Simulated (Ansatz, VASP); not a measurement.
## LiH in VASP and in Ansatz

The input INCAR:

```
PREC = Accurate ; ENCUT = 520
EDIFF = 1E-6 ; ISMEAR = -1
SIGMA = 0.001 ; LREAL = F
LASPH = T ; NELM = 100
ALGO = Normal ; ISIF = 2
LWAVE = F ; LCHARG = F
GGA = PS ; NBANDS = 9
```

Contents of KPOINTS:

```
Automatic mesh
0
Gamma
  8 8 8
```

The input POSCAR:

```
LiH
1.0
    0.0000000000      1.9984726907      1.9984726907
    1.9984726907      0.0000000000      1.9984726907
    1.9984726907      1.9984726907      0.0000000000
Li H
1 1
Direct
    0.0000000000      0.0000000000      0.0000000000
    0.5000000000      0.5000000000      0.5000000000
```

Input for Ansatz:

```yaml
crystal:
  lattice:
    - [0.0, 1.9984726907, 1.9984726907]
    - [1.9984726907, 0.0, 1.9984726907]
    - [1.9984726907, 1.9984726907, 0.0]
  atoms:
    - { symbol: Li, position: [0.0, 0.0, 0.0] }
    - { symbol: H, position: [0.5, 0.5, 0.5] }
kpoints:
  mp_grid: { grid: [8, 8, 8] }
hamiltonian:
  xc: pbesol
scf:
  occupations: { method: fermi_dirac, width: 0.001 }
  n_extra_bands: 4
output:
  forces: true
  stress: true
  eigenvalues: true
```

Alike in both runs: task single point; functional PBEsol; k mesh 8 × 8 × 8; occupations fermi-dirac, width 0.001 eV; no spin polarisation.

|  | VASP | Ansatz |
| --- | --- | --- |
| version | VASP 6.6.1 | Ansatz 0.2.0 |
| potentials or method | VASP PAW PBE potentials, release 64 (Li_sv, H) | plane waves |
| plane-wave cutoff (eV) | 520 | 420 |
| valence electrons in the cell | 4 | 4 |

```tsv
	VASP	Ansatz	Ansatz less VASP
gap on the k mesh at the Fermi level (eV)	2.74	2.74	0.000
```

VASP's potentials were made for PBE, not for PBEsol.

Noted on VASP's run: the cutoff is short for stress, so the pressure is rough.
